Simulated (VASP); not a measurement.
# Ti in VASP: a series of runs, part 2 of 2

VASP 6.6.1.

**5. Single point, revPBE+D3(BJ)**

This run uses another cell than the first one, of 16.58 Å³/atom, 0.940 times its volume.

INCAR

```
SYSTEM = Ti
  PREC = Accurate
  ENCUT = 520
  EDIFF = 1E-6
  ISMEAR = -1
  SIGMA = 0.05
  LREAL = .FALSE.
  LASPH = .TRUE.
  NELM = 100
  ALGO = Normal
  ISIF = 2
  LWAVE = .FALSE.
  LCHARG = .FALSE.
  GGA = RE
  IVDW = 12
  NBANDS = 19
```

KPOINTS

```
regular mesh
0
G
  10 10 6
  0 0 0
```

POSCAR

```
Ti
1.0
    2.8897790207      0.0000000000      0.0000000000
   -1.4448895104      2.5026220433      0.0000000000
    0.0000000000      0.0000000000      4.5844629888
Ti
2
Direct
    0.6666666667      0.3333333333      0.7500000000
    0.3333333333      0.6666666667      0.2500000000
```

Potentials or basis: VASP PAW PBE potentials, release 64 (Ti_sv).

Run with:

```console
$ cat potpaw_PBE.64/Ti_sv/POTCAR > POTCAR
$ mpirun -np 1 vasp_std > vasp.out
```

OUTCAR:

```text
SYSTEM = Ti
   PREC = Accurate
   ENCUT = 520
   EDIFF = 1E-6
   ISMEAR = -1
   LREAL = .FALSE.
   LASPH = .TRUE.
   NELM = 100
   ISIF = 2
   GGA = RE
   IVDW = 12
 IVDW          = 12

 ion  position               nearest neighbor table
   1  0.667  0.333  0.750-   2 2.84   2 2.84   2 2.84   2 2.84   2 2.84   2 2.84
   2  0.333  0.667  0.250-   1 2.84   1 2.84   1 2.84   1 2.84   1 2.84   1 2.84

  LATTYP: Found a hexagonal cell.
 ALAT       =     2.8897790207
 C/A-ratio  =     1.5864406780

  Lattice vectors:

 A1 = (   2.8897790207,   0.0000000000,   0.0000000000)
 A2 = (  -1.4448895104,   2.5026220433,   0.0000000000)
 A3 = (   0.0000000000,   0.0000000000,   4.5844629888)

Analysis of symmetry for initial positions (statically):
=====================================================================
 Subroutine PRICEL returns:
 Original cell was already a primitive cell.

 Routine SETGRP: Setting up the symmetry group for a
 hexagonal supercell.

 Subroutine GETGRP returns: Found 24 space group operations
 (whereof 12 operations were pure point group operations)
 out of a pool of 24 trial point group operations.

The static configuration has the point symmetry D_3d.
 The point group associated with its full space group is D_6h.

Analysis of symmetry for dynamics (positions and initial velocities):
=====================================================================
 Subroutine PRICEL returns:
 Original cell was already a primitive cell.

 Routine SETGRP: Setting up the symmetry group for a
 hexagonal supercell.

 Subroutine GETGRP returns: Found 24 space group operations
 (whereof 12 operations were pure point group operations)
 out of a pool of 24 trial point group operations.

The dynamic configuration has the point symmetry D_3d.
 The point group associated with its full space group is D_6h.

 Subroutine INISYM returns: Found 24 space group operations
 (whereof 12 operations are pure point group operations),
 and found     1 'primitive' translations

----------------------------------------------------------------------------------------

                                     Primitive cell

  volume of cell :      33.1549

  direct lattice vectors                    reciprocal lattice vectors
     2.889779021  0.000000000  0.000000000     0.346047221  0.199790456  0.000000000
    -1.444889510  2.502622043  0.000000000     0.000000000  0.399580913  0.000000000
     0.000000000  0.000000000  4.584462989     0.000000000  0.000000000  0.218128056

  length of vectors
     2.889779021  2.889779021  4.584462989     0.399580913  0.399580913  0.218128056

  position of ions in fractional coordinates (direct lattice)
     0.666666667  0.333333333  0.750000000
     0.333333333  0.666666667  0.250000000

  ion indices of the primitive-cell ions
   primitive index   ion index
                 1           1
                 2           2

----------------------------------------------------------------------------------------

 KPOINTS: regular mesh

Automatic generation of k-mesh.
 Grid dimensions read from file:
 generate k-points for:   10   10    6

 Generating k-lattice:

  Cartesian coordinates                     Fractional coordinates (reciprocal lattice)
     0.034604722  0.019979046  0.000000000     0.100000000  0.000000000  0.000000000
     0.000000000  0.039958091  0.000000000     0.000000000  0.100000000  0.000000000
     0.000000000  0.000000000  0.036354676     0.000000000  0.000000000  0.166666667

  Length of vectors
     0.039958091  0.039958091  0.036354676

  Shift w.r.t. Gamma in fractional coordinates (k-lattice)
     0.000000000  0.000000000  0.000000000

 Subroutine IBZKPT returns following result:
 ===========================================

 Found     56 irreducible k-points:

 Following reciprocal coordinates:
            Coordinates               Weight
  0.000000  0.000000  0.000000      1.000000
  0.100000  0.000000  0.000000      6.000000
  0.200000  0.000000  0.000000      6.000000
  0.300000  0.000000  0.000000      6.000000
  0.400000  0.000000  0.000000      6.000000
  0.500000  0.000000  0.000000      3.000000
[... 16 lines left out ...]
  0.300000  0.100000  0.166667     24.000000
  0.400000  0.100000  0.166667     24.000000
 [... further k-points ...]
   k-points           NKPTS =     56   k-points in BZ     NKDIM =     56   number of bands    NBANDS=     19
   number of dos      NEDOS =    301   number of ions     NIONS =      2
   total plane-waves  NPLWV =  20736
   dimension x,y,z NGX =    24 NGY =   24 NGZ =   36
   dimension x,y,z NGXF=    48 NGYF=   48 NGZF=   72
   ions per type =               2
   NGX,Y,Z   is equivalent  to a cutoff of  13.81, 13.81, 13.05 a.u.
   NGXF,Y,Z  is equivalent  to a cutoff of  27.61, 27.61, 26.11 a.u.
 SYSTEM =  Ti
   PREC   = accura    normal or accurate (medium, high low for compatibility)
   ISTART =      0    job   : 0-new  1-cont  2-samecut
   ICHARG =      2    charge: 1-file 2-atom 10-const
   ISPIN  =      1    spin polarized calculation?
   LNONCOLLINEAR =      F non collinear calculations
   LSORBIT =      F    spin-orbit coupling
   LASPH  =      T    aspherical Exc in radial PAW
   ENCUT  =  520.0 eV  38.22 Ry    6.18 a.u.   5.37  5.37  8.52*2*pi/ulx,y,z
   NELM   =    100;   NELMIN=  2; NELMDL= -5     # of ELM steps
   EDIFF  = 0.1E-05   stopping-criterion for ELM
   LREAL  =      F    real-space projection
   EDIFFG = 0.1E-04   stopping-criterion for IOM
   NSW    =      0    number of steps for IOM
   IBRION =     -1    ionic relax: 0-MD 1-quasi-New 2-CG
   NFREE  =      0    steps in history (QN), initial steepest desc. (CG)
   ISIF   =      2    stress and relaxation
   ISYM   =      2    0-nonsym 1-usesym 2-fastsym
   POTIM  = 0.5000    time-step for ionic-motion
   TEBEG  =    0.0;   TEEND  =   0.0 temperature during run
   PSTRESS=    0.0 pullay stress
   NELECT =      24.0000    total number of electrons
   NUPDOWN=      -1.0000    fix difference up-down
   EMIN   =  10.00;   EMAX   =-10.00  energy-range for DOS
   EFERMI =   0.00;   METHOD = LEGACY
   ISMEAR =    -1;   SIGMA  =   0.05  broadening in eV -4-tet -1-fermi 0-gaus
   EFERMI_NEDOS =   21; number of points for ismear=-14 and -15
   IALGO  =     38    algorithm
   IMIX   =      4    mixing-type and parameters
     AMIX     =   0.40;   BMIX     =  1.00
     AMIX_MAG =   1.60;   BMIX_MAG =  1.00
  volume/ion in A,a.u.               =      16.58       111.87
  Fermi-wavevector in a.u.,A,eV,Ry     =   1.469927  2.777759 29.397912  2.160686
  Thomas-Fermi vector in A             =   2.585245
   LORBIT       =      0    0 simple, 1 ext, 2 COOP (PROOUT), +10 PAW based schemes
   GGA     = RE    functional components
   LHFCALC =     F    Hartree Fock is set to
   AEXX    =    0.0000 exact exchange contribution
   IVDW    =    12    specifies the selected vdW correction
   LEPSILON=     F    determine dielectric tensor
   LRPA    =     F    only Hartree local field effects (RPA)
 non-spin polarized calculation
  energy-cutoff  :      520.00
  volume of cell :       33.15
 maximum number of plane-waves:       917
 NGX is ok and might be reduce to    24

 number of electron      24.0000001 magnetization

 Free energy of the ion-electron system (eV)
  ---------------------------------------------------
  ext. energy  EPLUGINS =         0.00000000
  ---------------------------------------------------
  free energy    TOTEN  =       -14.99053625 eV

  energy without entropy =      -14.97159321  energy(sigma->0) =      -14.98106473

 E-fermi :   8.9159     XC(G=0): -11.6404

 val. band max:        8.9004871800   @ k =   0.3000   0.2000   0.5000
 cond. band min:       8.9171600731   @ k =   0.1000   0.0000   0.1667
 fundamental gap:      0.0166728931
 Fermi energy:         8.9159186225

 k-point     1 :       0.0000    0.0000    0.0000
  band No.  band energies     occupation
      1     -47.9617      2.00000
      2     -47.7992      2.00000
      3     -24.5520      2.00000
      4     -23.8134      2.00000
      5     -23.8134      2.00000
      6     -23.7371      2.00000
[... 11 lines left out ...]
     18      10.6505      0.00000
     19      12.2650      0.00000
[... 485 lines left out ...]
 k-point    24 :       0.4000    0.1000    0.1667
  band No.  band energies     occupation
      1     -47.8175      2.00000
      2     -47.7715      2.00000
      3     -24.3842      2.00000
      4     -24.2540      2.00000
      5     -24.1261      2.00000
      6     -23.9847      2.00000
[... 11 lines left out ...]
     18      12.5536      0.00000
     19      13.3215      0.00000

 [... further k-points ...]

------------------------ aborting loop because EDIFF is reached ----------------------------------------

 Edisp (eV)   -2.35059

 E8    (eV) :    -1.7069

  FORCE on cell =-STRESS in cart. coord.  units (eV):
  Direction    XX          YY          ZZ          XY          YZ          ZX
  --------------------------------------------------------------------------------------
  -------------------------------------------------------------------------------------
  Total      -0.79220    -0.79220    -0.88656     0.00000    -0.00000     0.00000
  in kB     -38.28206   -38.28206   -42.84208     0.00000    -0.00000     0.00000
  external pressure =      -39.80 kB  Pullay stress =        0.00 kB

 VOLUME and BASIS-vectors are now :
 -----------------------------------------------------------------------------
  energy-cutoff  :      520.00
  volume of cell :       33.15
      direct lattice vectors                 reciprocal lattice vectors
     2.889779021  0.000000000  0.000000000     0.346047221  0.199790456  0.000000000
    -1.444889510  2.502622043  0.000000000     0.000000000  0.399580913  0.000000000
     0.000000000  0.000000000  4.584462989     0.000000000  0.000000000  0.218128056

 POSITION                                       TOTAL-FORCE (eV/Angst)
 -----------------------------------------------------------------------------------
      1.44489      0.83421      3.43835         0.000000     -0.000000      0.000000
     -0.00000      1.66841      1.14612        -0.000000      0.000000      0.000000
 -----------------------------------------------------------------------------------
    total drift:                                0.000000     -0.000000      0.000000

  FREE ENERGIE OF THE ION-ELECTRON SYSTEM (eV)
  ---------------------------------------------------
  free  energy   TOTEN  =       -17.3411238514 eV

  energy  without entropy=      -17.3221808119  energy(sigma->0) =      -17.33165233
```

OSZICAR:

```text
N       E                     dE             d eps       ncg     rms          rms(c)
DAV:   1     0.268023427780E+03    0.26802E+03   -0.12968E+04  2128   0.159E+03
DAV:   2     0.137050566721E+02   -0.25432E+03   -0.25031E+03  2188   0.444E+02
DAV:   3    -0.155871775471E+02   -0.29292E+02   -0.28892E+02  3969   0.125E+02
DAV:   4    -0.167886240385E+02   -0.12014E+01   -0.11997E+01  2484   0.263E+01
DAV:   5    -0.168420750431E+02   -0.53451E-01   -0.53444E-01  3119   0.399E+00    0.122E+01
DAV:   6    -0.149727973721E+02    0.18693E+01   -0.66039E+00  2461   0.266E+01    0.324E+00
DAV:   7    -0.149645618642E+02    0.82355E-02   -0.71790E-01  3187   0.655E+00    0.211E+00
DAV:   8    -0.149990474985E+02   -0.34486E-01   -0.21822E-01  2309   0.524E+00    0.771E-01
DAV:   9    -0.149900587132E+02    0.89888E-02   -0.48220E-02  2385   0.228E+00    0.723E-02
DAV:  10    -0.149905032349E+02   -0.44452E-03   -0.37040E-03  3055   0.360E-01    0.788E-02
DAV:  11    -0.149905465617E+02   -0.43327E-04   -0.11210E-04  2636   0.779E-02    0.387E-02
DAV:  12    -0.149905342530E+02    0.12309E-04   -0.44722E-05  2311   0.565E-02    0.237E-03
DAV:  13    -0.149905353308E+02   -0.10778E-05   -0.94819E-07  1587   0.855E-03    0.767E-04
DAV:  14    -0.149905362543E+02   -0.92359E-06   -0.15781E-07  1124   0.409E-03
   1 F= -.17341124E+02 E0= -.17331652E+02  d E =-.189430E-01
```

Run time: 16 s. Hardware: 1 thread of Intel Xeon 6975P-C (Granite Rapids), shared host; peak memory 0.18 GiB.

Results:

| Item | Value |
| --- | --- |
| Free energy | -17.3411 eV |
| Pressure | -4.0 GPa |
| Band gap on the k mesh | zero (band 12 reaches 9.73 eV, above the bottom of band 13 at 8.71 eV) |
| Dispersion energy per atom | -1.175 eV |

Caveat: the PAW data sets were made with another functional, which shifts forces and pressure a little; pairwise dispersion overbinds metals, which lowers pressure and volume.

**6. Single point, LDA**

This run uses another cell than the first one, of 16.93 Å³/atom, 0.960 times its volume.

INCAR

```
SYSTEM = Ti
  PREC = Accurate
  ENCUT = 520
  EDIFF = 1E-6
  ISMEAR = -1
  SIGMA = 0.05
  LREAL = .False.
  LASPH = .True.
  NELM = 100
  ALGO = Normal
  ISIF = 2
  LWAVE = .False.
  LCHARG = .False.
  GGA = CA
  NBANDS = 19
```

KPOINTS

```
Automatic mesh
0
Gamma
  10 10 6
  0 0 0
```

POSCAR

```
Ti
1.0
    2.9101302477      0.0000000000      0.0000000000
   -1.4550651239      2.5202467229      0.0000000000
    0.0000000000      0.0000000000      4.6167490031
Ti
2
Direct
    0.6666666667      0.3333333333      0.7500000000
    0.3333333333      0.6666666667      0.2500000000
```

Potentials or basis: VASP PAW LDA potentials, release 64 (Ti_sv).

Run with:

```console
$ cat potpaw_LDA.64/Ti_sv/POTCAR > POTCAR
$ mpirun -np 1 vasp_std > vasp.out
```

OUTCAR:

```text
SYSTEM = Ti
   PREC = Accurate
   ENCUT = 520
   EDIFF = 1E-6
   ISMEAR = -1
   LREAL = .False.
   LASPH = .True.
   NELM = 100
   ISIF = 2
   GGA = CA

 ion  position               nearest neighbor table
   1  0.667  0.333  0.750-   2 2.86   2 2.86   2 2.86   2 2.86   2 2.86   2 2.86
   2  0.333  0.667  0.250-   1 2.86   1 2.86   1 2.86   1 2.86   1 2.86   1 2.86

  LATTYP: Found a hexagonal cell.
 ALAT       =     2.9101302477
 C/A-ratio  =     1.5864406780

  Lattice vectors:
[... 191 lines left out ...]
      2     -47.5962      2.00000
      3     -24.7686      2.00000
      4     -24.0484      2.00000
      5     -24.0484      2.00000
      6     -23.9762      2.00000
[... 505 lines left out ...]
      6     -24.2151      2.00000
[... 11 lines left out ...]
     18      11.8880      0.00000
     19      12.6587      0.00000

 [... further k-points ...]
[... 5 lines left out ...]
  --------------------------------------------------------------------------------------
  -------------------------------------------------------------------------------------
  Total       -1.1968054     -1.1968054     -1.3524499      0.0000000      0.0000000      0.0000000
  in kB      -56.6294546    -56.6294546    -63.9941105      0.0000000      0.0000000      0.0000000
  external PRESSURE =     -59.0843399 kB  Pullay stress =       0.0000000 kB

 VOLUME and BASIS-vectors are now :
 -----------------------------------------------------------------------------
  energy-cutoff  :      520.00
  volume of cell :       33.86
      direct lattice vectors                 reciprocal lattice vectors
     2.910130248  0.000000000  0.000000000     0.343627231  0.198393275  0.000000000
    -1.455065124  2.520246723  0.000000000     0.000000000  0.396786549  0.000000000
     0.000000000  0.000000000  4.616749003     0.000000000  0.000000000  0.216602635

 POSITION                                       TOTAL-FORCE (eV/Angst)
 -----------------------------------------------------------------------------------
      1.45507      0.84008      3.46256         0.000000     -0.000000      0.000000
     -0.00000      1.68016      1.15419        -0.000000      0.000000      0.000000
 -----------------------------------------------------------------------------------
    total drift:                               -0.000000      0.000000     -0.000000

  FREE ENERGIE OF THE ION-ELECTRON SYSTEM (eV)
  ---------------------------------------------------
  free  energy   TOTEN  =       -17.0744990184 eV

  energy  without entropy=      -17.0543598267  energy(sigma->0) =      -17.06442942
```

stdout:

```text
POSCAR found type information on POSCAR Ti
 POSCAR found :  1 types and       2 ions
 scaLAPACK will be used
 LDA part: xc-table for (Slater(with rela. corr.)+CA(PZ))
 , standard interpolation
 POSCAR, INCAR and KPOINTS ok, starting setup
 FFT: planning ... GRIDC
 FFT: planning ... GRID_SOFT
 FFT: planning ... GRID
 WAVECAR not read
 entering main loop
```

It took 12 s on 1 thread of Intel Xeon 6975P-C (Granite Rapids), shared host; peak memory 0.15 GiB.

Results:

```yaml
Free_energy: -17.0745 eV
Pressure: -5.9 GPa
Band_gap_on_the_k_mesh: zero (band 12 reaches 9.13 eV, above the bottom of band 13 at 8.18 eV)
```

Levels at points of the mesh, in eV from the Fermi level:
```
           k point  band 9  band 10  band 11  band 12  band 13  band 14  band 15  band 16
(0.00, 0.00, 0.00)   -6.18    -2.73     0.77     0.77     0.88     0.94     1.29     1.29
(0.50, 0.00, 0.00)   -2.34    -2.22    -1.91    -0.51     0.46     0.64     1.20     3.45
(0.00, 0.00, 0.50)   -4.29    -4.29     0.09     0.09     0.67     0.67     0.67     0.67
(0.50, 0.00, 0.50)   -2.60    -2.60    -0.85    -0.85     1.47     1.47     1.75     1.75
```

**7. The runs side by side**

| level | potentials or basis | cell | k mesh | smearing | gap on the mesh (eV) | pressure (GPa) |
| --- | --- | --- | --- | --- | --- | --- |
| PBE | VASP PAW PBE potentials, release 64 (Ti_sv) | a = 2.950, b = 2.950, c = 4.680 Å, angles 90.0, 90.0, 120.0°, 2 atoms | 8 × 8 × 4 | gaussian 0.05 eV | none | -2.0 |
| PBE | VASP PAW PBE potentials, release 64 (Ti_sv) | a = 2.950, b = 2.950, c = 4.680 Å, angles 90.0, 90.0, 120.0°, 2 atoms | 4 × 4 × 2 | fermi-dirac 0.05 eV | none | -1.6 |
| PBEsol+D3(BJ) | VASP PAW PBE potentials, release 64 (Ti_sv) | a = 2.890, b = 2.890, c = 4.584 Å, angles 90.0, 90.0, 120.0°, 2 atoms | 10 × 10 × 6 | fermi-dirac 0.05 eV | none | -5.5 |
| revPBE+D3(BJ) | VASP PAW PBE potentials, release 64 (Ti_sv) | a = 2.890, b = 2.890, c = 4.584 Å, angles 90.0, 90.0, 120.0°, 2 atoms | 10 × 10 × 6 | fermi-dirac 0.05 eV | none | -4.0 |
| LDA | VASP PAW LDA potentials, release 64 (Ti_sv) | a = 2.910, b = 2.910, c = 4.617 Å, angles 90.0, 90.0, 120.0°, 2 atoms | 10 × 10 × 6 | fermi-dirac 0.05 eV | none | -5.9 |

Some of these runs hold the atoms at other places in the same cell, which the table doesn't show; runs alike in all that it shows share one row.

Alike in all rows: task single point; no spin polarisation; cutoff (eV) 520.

Caveats: some runs use coarse meshes; the PAW data sets were made with another functional, which shifts forces and pressure a little (some runs); pairwise dispersion overbinds metals, which lowers pressure and volume (some runs).

Absolute energies hang on the potentials; compare differences alone.
